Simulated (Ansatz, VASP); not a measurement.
**Zr3S2: VASP beside Ansatz**

Contents of INCAR:

```
SYSTEM = Zr3S2
PREC = Accurate ; ENCUT = 600
EDIFF = 1E-6 ; ISMEAR = -1
SIGMA = 0.05 ; LREAL = .FALSE.
LASPH = .TRUE. ; NELM = 150
ALGO = Normal ; ISIF = 3
LWAVE = .FALSE. ; LCHARG = .FALSE.
LMAXMIX = 4 ; LDAU = .TRUE.
LDAUTYPE = 2 ; LDAUL = 2 -1
LDAUU = 2 0 ; LDAUJ = 0 0
LDAUPRINT = 1 ; GGA = PS
IBRION = 2 ; NSW = 60
EDIFFG = -0.01
```

Contents of KPOINTS:

```
regular mesh
0
G
  6 6 6
  0 0 0
```

The input POSCAR:

```
Zr3S2
1.0
    2.9025379727      1.6757810799      3.4877732718
   -2.9025379727      1.6757810799      3.4877732718
    0.0000000000     -3.3515621597      3.4877732718
Zr S
3 2
Direct
    0.8387270000      0.5000000000      0.1612730000
    0.5000000000      0.1612730000      0.8387270000
    0.1612730000      0.8387270000      0.5000000000
    0.6650230000      0.6650230000      0.6650230000
    0.3349770000      0.3349770000      0.3349770000
```

File input.yaml:

```yaml
crystal:
  lattice:
    - [2.9025379727, 1.6757810799, 3.4877732718]
    - [-2.9025379727, 1.6757810799, 3.4877732718]
    - [0.0, -3.3515621597, 3.4877732718]
  atoms:
    - { symbol: Zr, position: [0.838727, 0.5, 0.161273] }
    - { symbol: Zr, position: [0.5, 0.161273, 0.838727] }
    - { symbol: Zr, position: [0.161273, 0.838727, 0.5] }
    - { symbol: S, position: [0.665023, 0.665023, 0.665023] }
    - { symbol: S, position: [0.334977, 0.334977, 0.334977] }
hamiltonian:
  xc: pbesol
  pseudopotentials: { kind: paw }
  hubbard: { sites: [{ species: Zr, l: d, u_eff: 2.0 }] }
kpoints:
  mp_grid: { grid: [6, 6, 6] }
scf:
  occupations: { method: fermi_dirac, width: 0.05 }
output:
  forces: true
  stress: true
  eigenvalues: true
  write_density: true
  write_potential: true
  elf: true
  volumetric_format: npy
relax:
  f_tol: 0.01
  max_steps: 40
  cell: { stress_tol: 0.05 }
```

Alike in both runs: task relaxation of cell and atoms; functional PBEsol; k mesh 6 × 6 × 6; occupations fermi-dirac, width 0.05 eV; no spin polarisation; Hubbard terms Zr d U = 2.0 eV.

|  | VASP | Ansatz |
| --- | --- | --- |
| version | VASP 6.6.1 | Ansatz 0.2.0 |
| potentials or method | VASP PAW PBE potentials, release 64 (Zr_sv, S) | Ansatz PAW |
| plane-wave cutoff (eV) | 600 | 420 |
| valence electrons in the cell | 48 | 48 |

|  | VASP | Ansatz | Ansatz less VASP |
| --- | --- | --- | --- |
| gap on the k mesh at the Fermi level, each at its own relaxed structure (eV) | none | none | - |
| relaxed volume (Å³/atom) | 20.11 | 19.85 | -0.263 |
| relaxed length of the cell vector where the two differ most in proportion (Å) | 4.819 | 4.799 | -0.0203 |

VASP's potentials were made for PBE, not for PBEsol. The programs project onto different local orbitals, so the same U acts differently, and such runs can settle in different states. A gap of «none» marks a metal or a gap that the smearing closes.

Noted on Ansatz's run: the plane-wave basis is chosen anew once the cell has moved, so the energies of steps on either side of that aren't comparable.
